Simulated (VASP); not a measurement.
# KCdCO3F (P-6m2) in VASP: single point with r2SCAN

Aim: the single point of KCdCO3F with r2SCAN.

Everything below comes from runs of VASP 6.6.1. Logs are shortened: lines on timing, memory, paths and dates and some standing lists are left out, and cuts for length are marked.

**1. The cell of the first run**

Symmetry: P-6m2, No. 187, hexagonal system. Conventional cell: a = 5.042 Å, b = 5.042 Å, c = 4.424 Å, α = 90.00°, β = 90.00°, γ = 120.00°. Within 3.7 Å of K (site symmetry -6m2) lie 6 O at 2.75 Å and 3 F at 2.91 Å and 6 Cd at 3.66 Å and 6 C at 3.66 Å. Cd (site symmetry -6m2) has 2 F at 2.21 Å and 6 O at 2.53 Å and 3 C at 2.91 Å within 3.0 Å. Within 1.7 Å of C (site symmetry -6m2) lie 3 O at 1.28 Å. O (site symmetry mm2) has 1 C at 1.28 Å within 1.7 Å. F (site symmetry -6m2) has 2 Cd at 2.21 Å and 3 K at 2.91 Å within 3.0 Å.

**2. Single point, r2SCAN**

The input, POSCAR:

```
KCdCO3F
1.0
    5.0419772646      0.0000000000      0.0000000000
   -2.5209886323      4.3664803965      0.0000000000
    0.0000000000      0.0000000000      4.4240353741
K Cd C O F
1 1 1 3 1
Direct
    0.0000000000      0.0000000000      0.0000000000
    0.6666666667      0.3333333333      0.5000000000
    0.3333333333      0.6666666667      0.5000000000
    0.1864152458      0.3728304915      0.5000000000
    0.1864152458      0.8135847542      0.5000000000
    0.6271695085      0.8135847542      0.5000000000
    0.6666666667      0.3333333333      0.0000000000
```

The input, INCAR.step1:

```
SYSTEM = KCdCO3F
  PREC = Accurate
  ENCUT = 520
  ISMEAR = 0
  SIGMA = 0.02
  LREAL = .False.
  LASPH = .True.
  NELM = 80
  NBANDS = 34
  GGA = PE
  ALGO = Normal
  EDIFF = 1E-4
  LWAVE = .True.
  LCHARG = .False.
```

The input, INCAR.step2:

```
SYSTEM = KCdCO3F
  PREC = Accurate
  ENCUT = 520
  EDIFF = 1E-6
  ISMEAR = 0
  SIGMA = 0.02
  LREAL = .False.
  LASPH = .True.
  NELM = 80
  ALGO = Normal
  ISIF = 2
  LWAVE = .False.
  LCHARG = .False.
  METAGGA = R2SCAN
  LMIXTAU = .True.
  NBANDS = 34
  ISTART = 1
```

The input, KPOINTS:

```
regular mesh
0
Gamma
  6 6 6
  0 0 0
```

Potentials or basis: VASP PAW PBE potentials, release 64 (K_sv, Cd, C, O, F).

On the command line:

```sh
$ cat potpaw_PBE.64/K_sv/POTCAR potpaw_PBE.64/Cd/POTCAR potpaw_PBE.64/C/POTCAR potpaw_PBE.64/O/POTCAR potpaw_PBE.64/F/POTCAR > POTCAR
$ cp INCAR.step1 INCAR
$ mpirun -np 1 vasp_std > vasp.out
$ cp INCAR.step2 INCAR
$ mpirun -np 1 vasp_std > vasp.out
```

OUTCAR:

```text
SYSTEM = KCdCO3F
   PREC = Accurate
   ENCUT = 520
   EDIFF = 1E-6
   ISMEAR = 0
   LREAL = .False.
   LASPH = .True.
   NELM = 80
   ISIF = 2
   METAGGA = R2SCAN
   ISTART = 1

 ion  position               nearest neighbor table
   1  0.000  0.000  0.000-   6 2.75   6 2.75   4 2.75   4 2.75   5 2.75   5 2.75   2 3.66   2 3.66
                             2 3.66   2 3.66   2 3.66   2 3.66
   2  0.667  0.333  0.500-   7 2.21   7 2.21   4 2.53   4 2.53   5 2.53   6 2.53   6 2.53   5 2.53
                             3 2.91   3 2.91   3 2.91   1 3.66   1 3.66   1 3.66   1 3.66   1 3.66
   3  0.333  0.667  0.500-   5 1.28   6 1.28   4 1.28   2 2.91   2 2.91   2 2.91
   4  0.186  0.373  0.500-   3 1.28   2 2.53   2 2.53   1 2.75   1 2.75
   5  0.186  0.814  0.500-   3 1.28   2 2.53   2 2.53   1 2.75   1 2.75
   6  0.627  0.814  0.500-   3 1.28   2 2.53   2 2.53   1 2.75   1 2.75
   7  0.667  0.333  0.000-   2 2.21   2 2.21

  LATTYP: Found a hexagonal cell.
 ALAT       =     5.0419772646
 C/A-ratio  =     0.8774405639

  Lattice vectors:

 A1 = (   5.0419772646,   0.0000000000,   0.0000000000)
 A2 = (  -2.5209886323,   4.3664803965,   0.0000000000)
 A3 = (   0.0000000000,   0.0000000000,   4.4240353741)

Analysis of symmetry for initial positions (statically):
=====================================================================
 Subroutine PRICEL returns:
 Original cell was already a primitive cell.

 Routine SETGRP: Setting up the symmetry group for a
 hexagonal supercell.

 Subroutine GETGRP returns: Found 12 space group operations
 (whereof 12 operations were pure point group operations)
 out of a pool of 24 trial point group operations.

The static configuration has the point symmetry D_3h.

Analysis of symmetry for dynamics (positions and initial velocities):
=====================================================================
 Subroutine PRICEL returns:
 Original cell was already a primitive cell.

 Routine SETGRP: Setting up the symmetry group for a
 hexagonal supercell.

 Subroutine GETGRP returns: Found 12 space group operations
 (whereof 12 operations were pure point group operations)
 out of a pool of 24 trial point group operations.

The dynamic configuration has the point symmetry D_3h.

 Subroutine INISYM returns: Found 12 space group operations
 (whereof 12 operations are pure point group operations),
 and found     1 'primitive' translations

----------------------------------------------------------------------------------------

                                     Primitive cell

  volume of cell :      97.3982

  direct lattice vectors                    reciprocal lattice vectors
     5.041977265  0.000000000  0.000000000     0.198334889  0.114508701  0.000000000
    -2.520988632  4.366480397  0.000000000     0.000000000  0.229017403  0.000000000
     0.000000000  0.000000000  4.424035374     0.000000000  0.000000000  0.226037976

  length of vectors
     5.041977265  5.041977265  4.424035374     0.229017403  0.229017403  0.226037976

  position of ions in fractional coordinates (direct lattice)
     0.000000000  0.000000000  0.000000000
     0.666666667  0.333333333  0.500000000
     0.333333333  0.666666667  0.500000000
     0.186415246  0.372830491  0.500000000
     0.186415246  0.813584754  0.500000000
     0.627169509  0.813584754  0.500000000
     0.666666667  0.333333333  0.000000000

  ion indices of the primitive-cell ions
   primitive index   ion index
                 1           1
                 2           2
                 3           3
                 4           4
                 5           5
                 6           6
                 7           7

----------------------------------------------------------------------------------------

 KPOINTS: regular mesh

Automatic generation of k-mesh.
 Grid dimensions read from file:
 generate k-points for:    6    6    6

 Generating k-lattice:

  Cartesian coordinates                     Fractional coordinates (reciprocal lattice)
     0.033055815  0.019084784  0.000000000     0.166666667  0.000000000  0.000000000
     0.000000000  0.038169567  0.000000000     0.000000000  0.166666667  0.000000000
     0.000000000  0.000000000  0.037672996     0.000000000  0.000000000  0.166666667

  Length of vectors
     0.038169567  0.038169567  0.037672996

  Shift w.r.t. Gamma in fractional coordinates (k-lattice)
     0.000000000  0.000000000  0.000000000

 Subroutine IBZKPT returns following result:
 ===========================================

 Found     28 irreducible k-points:

 Following reciprocal coordinates:
            Coordinates               Weight
  0.000000  0.000000  0.000000      1.000000
  0.166667  0.000000  0.000000      6.000000
  0.333333  0.000000  0.000000      6.000000
  0.500000  0.000000  0.000000      3.000000
  0.166667  0.166667  0.000000      6.000000
  0.333333  0.166667  0.000000     12.000000
[... 16 lines left out ...]
  0.166667  0.000000  0.500000      6.000000
  0.333333  0.000000  0.500000      6.000000
 [... further k-points ...]
   k-points           NKPTS =     28   k-points in BZ     NKDIM =     28   number of bands    NBANDS=     34
   number of dos      NEDOS =    301   number of ions     NIONS =      7
   total plane-waves  NPLWV =  57600
   dimension x,y,z NGX =    40 NGY =   40 NGZ =   36
   dimension x,y,z NGXF=    80 NGYF=   80 NGZF=   72
   ions per type =               1   1   1   3   1
   NGX,Y,Z   is equivalent  to a cutoff of  13.19, 13.19, 13.53 a.u.
   NGXF,Y,Z  is equivalent  to a cutoff of  26.38, 26.38, 27.06 a.u.
 SYSTEM =  KCdCO3F
   PREC   = accura    normal or accurate (medium, high low for compatibility)
   ISTART =      1    job   : 0-new  1-cont  2-samecut
   ICHARG =      0    charge: 1-file 2-atom 10-const
   ISPIN  =      1    spin polarized calculation?
   LNONCOLLINEAR =      F non collinear calculations
   LSORBIT =      F    spin-orbit coupling
   LASPH  =      T    aspherical Exc in radial PAW
   ENCUT  =  520.0 eV  38.22 Ry    6.18 a.u.   9.37  9.37  8.23*2*pi/ulx,y,z
   NELM   =     80;   NELMIN=  2; NELMDL=  0     # of ELM steps
   EDIFF  = 0.1E-05   stopping-criterion for ELM
   LREAL  =      F    real-space projection
   EDIFFG = 0.1E-04   stopping-criterion for IOM
   NSW    =      0    number of steps for IOM
   IBRION =     -1    ionic relax: 0-MD 1-quasi-New 2-CG
   NFREE  =      0    steps in history (QN), initial steepest desc. (CG)
   ISIF   =      2    stress and relaxation
   ISYM   =      2    0-nonsym 1-usesym 2-fastsym
   POTIM  = 0.5000    time-step for ionic-motion
   TEBEG  =    0.0;   TEEND  =   0.0 temperature during run
   PSTRESS=    0.0 pullay stress
   NELECT =      50.0000    total number of electrons
   NUPDOWN=      -1.0000    fix difference up-down
   EMIN   =  10.00;   EMAX   =-10.00  energy-range for DOS
   EFERMI =   0.00;   METHOD = LEGACY
   ISMEAR =     0;   SIGMA  =   0.02  broadening in eV -4-tet -1-fermi 0-gaus
   EFERMI_NEDOS =   21; number of points for ismear=-14 and -15
   IALGO  =     38    algorithm
   IMIX   =      4    mixing-type and parameters
     AMIX     =   0.40;   BMIX     =  1.00
     AMIX_MAG =   1.60;   BMIX_MAG =  1.00
  volume/ion in A,a.u.               =      13.91        93.90
  Fermi-wavevector in a.u.,A,eV,Ry     =   1.310834  2.477118 23.378712  1.718287
  Thomas-Fermi vector in A             =   2.441337
   LORBIT       =      0    0 simple, 1 ext, 2 COOP (PROOUT), +10 PAW based schemes
   METAGGA = R2SCAN    functional components
   LHFCALC =     F    Hartree Fock is set to
   AEXX    =    0.0000 exact exchange contribution
   IVDW    =     0    specifies the selected vdW correction
   LEPSILON=     F    determine dielectric tensor
   LRPA    =     F    only Hartree local field effects (RPA)
 non-spin polarized calculation
 Gauss-broadening in eV      SIGMA  =   0.02
  energy-cutoff  :      520.00
  volume of cell :       97.40
 maximum number of plane-waves:      2645
 NGX is ok and might be reduce to    40
   NGX = 19   NGY = 19   NGZ = 17

 number of electron      49.9999995 magnetization

 Free energy of the ion-electron system (eV)
  ---------------------------------------------------
  ext. energy  EPLUGINS =         0.00000000
  ---------------------------------------------------
  free energy    TOTEN  =       -70.28468717 eV

  energy without entropy =      -70.28468717  energy(sigma->0) =      -70.28468717

 E-fermi :  -0.1155     XC(G=0): -10.0466

 val. band max:       -0.2422939358   @ k =   0.0000   0.0000   0.5000
 cond. band min:       2.4010966057   @ k =   0.0000   0.0000   0.0000
 fundamental gap:      2.6433905415
 Fermi energy:        -0.1154673257

 k-point     1 :       0.0000    0.0000    0.0000
  band No.  band energies     occupation
      1     -28.9628      2.00000
      2     -23.4158      2.00000
      3     -23.2437      2.00000
      4     -19.9179      2.00000
      5     -19.9179      2.00000
      6     -11.7645      2.00000
[... 26 lines left out ...]
     33      11.0186      0.00000
     34      11.9599      0.00000

 k-point     2 :       0.1667    0.0000    0.0000
  band No.  band energies     occupation
      1     -28.9616      2.00000
      2     -23.4005      2.00000
      3     -23.2482      2.00000
      4     -19.9466      2.00000
      5     -19.9170      2.00000
      6     -11.7682      2.00000
[... 26 lines left out ...]
     33      11.0531      0.00000
     34      11.1348      0.00000

 k-point     3 :       0.3333    0.0000    0.0000
  band No.  band energies     occupation
      1     -28.9593      2.00000
      2     -23.3644      2.00000
      3     -23.2621      2.00000
      4     -20.0037      2.00000
      5     -19.9152      2.00000
      6     -11.7744      2.00000
[... 26 lines left out ...]
     33      10.8267      0.00000
     34      11.1218      0.00000

 k-point     4 :       0.5000    0.0000    0.0000
  band No.  band energies     occupation
      1     -28.9581      2.00000
      2     -23.3402      2.00000
      3     -23.2748      2.00000
      4     -20.0323      2.00000
      5     -19.9143      2.00000
      6     -11.7769      2.00000
[... 26 lines left out ...]
     33      10.6306      0.00000
     34      11.1556      0.00000

 k-point     5 :       0.1667    0.1667    0.0000
  band No.  band energies     occupation
      1     -28.9599      2.00000
      2     -23.3741      2.00000
      3     -23.2579      2.00000
      4     -19.9863      2.00000
      5     -19.9188      2.00000
      6     -11.7833      2.00000
[... 621 lines left out ...]
 k-point    22 :       0.0000    0.0000    0.5000
  band No.  band energies     occupation
      1     -28.9534      2.00000
      2     -23.3787      2.00000
      3     -23.2189      2.00000
      4     -19.9091      2.00000
      5     -19.9091      2.00000
      6     -11.9170      2.00000
[... 26 lines left out ...]
     33      10.7799      0.00000
     34      12.0949      0.00000

 k-point    23 :       0.1667    0.0000    0.5000
  band No.  band energies     occupation
      1     -28.9526      2.00000
      2     -23.3610      2.00000
      3     -23.2211      2.00000
      4     -19.9473      2.00000
      5     -19.9081      2.00000
      6     -11.8739      2.00000
[... 26 lines left out ...]
     33      10.8136      0.00000
     34      12.0961      0.00000

 k-point    24 :       0.3333    0.0000    0.5000
  band No.  band energies     occupation
      1     -28.9510      2.00000
      2     -23.3245      2.00000
      3     -23.2252      2.00000
      4     -20.0236      2.00000
      5     -19.9059      2.00000
      6     -11.7935      2.00000
[... 26 lines left out ...]
     33      11.0883      0.00000
     34      11.3970      0.00000

 [... further k-points ...]
[... 5 lines left out ...]
  --------------------------------------------------------------------------------------
  -------------------------------------------------------------------------------------
  Total        0.8752626      0.8752626      0.2721012      0.0000000      0.0000000      0.0000000
  in kB       14.3978611     14.3978611      4.4760001      0.0000000      0.0000000      0.0000000
  external PRESSURE =      11.0905741 kB  Pullay stress =       0.0000000 kB

 VOLUME and BASIS-vectors are now :
 -----------------------------------------------------------------------------
  energy-cutoff  :      520.00
  volume of cell :       97.40
      direct lattice vectors                 reciprocal lattice vectors
     5.041977265  0.000000000  0.000000000     0.198334889  0.114508701  0.000000000
    -2.520988632  4.366480397  0.000000000     0.000000000  0.229017403  0.000000000
     0.000000000  0.000000000  4.424035374     0.000000000  0.000000000  0.226037976

 POSITION                                       TOTAL-FORCE (eV/Angst)
 -----------------------------------------------------------------------------------
      0.00000      0.00000      0.00000        -0.000000      0.000000     -0.000000
      2.52099      1.45549      2.21202         0.000000      0.000000     -0.000000
     -0.00000      2.91099      2.21202        -0.000000      0.000000     -0.000000
      0.00000      1.62796      2.21202         0.000000     -0.357481      0.000000
     -1.11114      3.55250      2.21202        -0.309588      0.178741      0.000000
      1.11114      3.55250      2.21202         0.309588      0.178741      0.000000
      2.52099      1.45549      0.00000         0.000000      0.000000     -0.000000
 -----------------------------------------------------------------------------------
    total drift:                               -0.000007      0.000004      0.000000

  FREE ENERGIE OF THE ION-ELECTRON SYSTEM (eV)
  ---------------------------------------------------
  free  energy   TOTEN  =       -70.2846871704 eV

  energy  without entropy=      -70.2846871704  energy(sigma->0) =      -70.28468717
```

Wall time 11 min (1 thread of Oxide Virtual Turin-like, shared host); peak memory 0.27 GiB.

What came out:

```
Free energy            : -70.2847 eV
Pressure               : 1.1 GPa
Largest force          : 0.357 eV/Å
Band gap on the k mesh : 2.64 eV
```

Forces in eV/Å, atoms in the order of the input:
```
K    0.000  0.000  0.000
Cd   0.000  0.000  0.000
C    0.000  0.000  0.000
O    0.000 -0.357  0.000
O   -0.310  0.179  0.000
O    0.310  0.179  0.000
F    0.000  0.000  0.000
```

Stress tensor (GPa, compression positive):
```
1.44 0.00 0.00
0.00 1.44 0.00
0.00 0.00 0.45
```

Levels at points of the mesh, in eV from the valence-band top:
```
           k point  band 21  band 22  band 23  band 24  band 25  band 26  band 27  band 28  band 29  band 30
(0.00, 0.00, 0.00)    -1.77    -1.77    -1.51    -1.51     0.00     2.64     6.60     6.85     9.73     9.73
(0.50, 0.00, 0.00)    -3.00    -2.00    -1.49    -1.45    -0.11     4.91     6.59     6.64     9.43    10.42
(0.00, 0.00, 0.50)    -1.91    -1.91    -1.43    -1.43     0.00     4.96     5.90     6.90    10.10    10.10
(0.50, 0.00, 0.50)    -2.24    -1.75    -1.38    -1.33    -0.11     6.48     6.71     7.74     8.78     8.89
```

Caveat: the PAW data sets were made with another functional, which shifts forces and pressure a little. A k mesh can miss the band edges.
